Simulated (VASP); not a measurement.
Write the native input for VASP 6.6.1 that does the following.

```yaml
Task: single point
Functional: PBE
Potentials_or_basis: VASP PAW PBE potentials, release 64 (Ga_d, P)
Cutoff: 520 eV
k_mesh: 12 × 12 × 12
Occupations: gaussian, width 0.1 eV
Spin: no spin polarisation
Dipole_correction: no
Further_INCAR_settings: ALGO = Normal; EDIFF = 1e-06; NBANDS = 22
```

The structure of GaP3 lies in POSCAR:

```
GaP3
1.0
    4.4201380651      0.0000000000      0.0000000000
    0.0000000000      4.4201380651      0.0000000000
    0.0000000000      0.0000000000      3.1502790218
Ga P
1 3
Direct
    0.0000000000      0.0000000000      0.0000000000
    0.0000000000      0.5000000000      0.5000000000
    0.5000000000      0.0000000000      0.5000000000
    0.5000000000      0.5000000000      0.0000000000
```

These files were run (other wordings do the same):

INCAR

```
PREC = Accurate
ENCUT = 520
EDIFF = 1E-6
ISMEAR = 0
SIGMA = 0.1
LREAL = False
LASPH = True
NELM = 100
ALGO = Normal
ISIF = 2
LWAVE = False
LCHARG = True
GGA = PE
LELF = True
LVHAR = True
NBANDS = 22
```

KPOINTS

```
Automatic mesh
0
Gamma
  12 12 12
```

Potentials or basis: VASP PAW PBE potentials, release 64 (Ga_d, P).

Launch:

```console
$ cat potpaw_PBE.64/Ga_d/POTCAR potpaw_PBE.64/P/POTCAR > POTCAR
$ mpirun -np 1 vasp_std > vasp.out
```

It gave:

The pressure is 0.0 GPa. The band gap on the k mesh is zero (bands 14 and 15 overlap by 4.94 eV).

Run time: 3 min on 1 thread of Intel Xeon 8259CL, with other jobs on the host, peak memory 0.35 GiB.
